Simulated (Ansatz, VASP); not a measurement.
One calculation of TiO2, two programs

```
CELL_PARAMETERS angstrom
2.76943 -2.76951 -0.02067
2.76943 2.76951 -0.02067
-2.73186 0.00000 5.03750
ATOMIC_POSITIONS crystal
Ti 0.12501 0.87499 0.25000
Ti 0.87499 0.12501 0.75000
O 0.33022 0.08025 0.66046
O 0.66978 0.91975 0.33954
O 0.91975 0.66978 0.83954
O 0.08025 0.33022 0.16046
```

Alike in both runs: task single point; functional PBE; k mesh 6 × 6 × 6; occupations gaussian, width 0.05 eV; no spin polarisation; Hubbard terms Ti d U = 4.0 eV.

|  | VASP | Ansatz |
| --- | --- | --- |
| version | VASP 6.6.1 | Ansatz 0.2.0 |
| potentials or method | VASP PAW PBE potentials, release 64 (Ti_sv, O), cutoff 520 eV | scalar-relativistic, plane waves, PAW |
| valence electrons in the cell | 48 | 48 |

Ansatz gave:

| Quantity | Value |
| --- | --- |
| gap on the k mesh at the Fermi level (eV) | 2.45 |
| least direct gap on the mesh (eV) | 2.67 |
| pressure (GPa) | -13.1 |
| traceless stress, the component that is largest in VASP (GPa) | -0.62 |
| rms of the force components (eV/Å) | 0.177 |

**Question.** Which values does VASP return?

**Answer.** gap on the k mesh at the Fermi level (eV): 2.49; least direct gap on the mesh (eV): 2.72; pressure (GPa): -10.0; traceless stress, the component that is largest in VASP (GPa): -1.13; rms of the force components (eV/Å): 0.115.

The programs project onto different local orbitals, so the same U acts differently, and such runs can settle in different states. Atom by atom the forces differ by 0.062 eV/Å (rms over components).
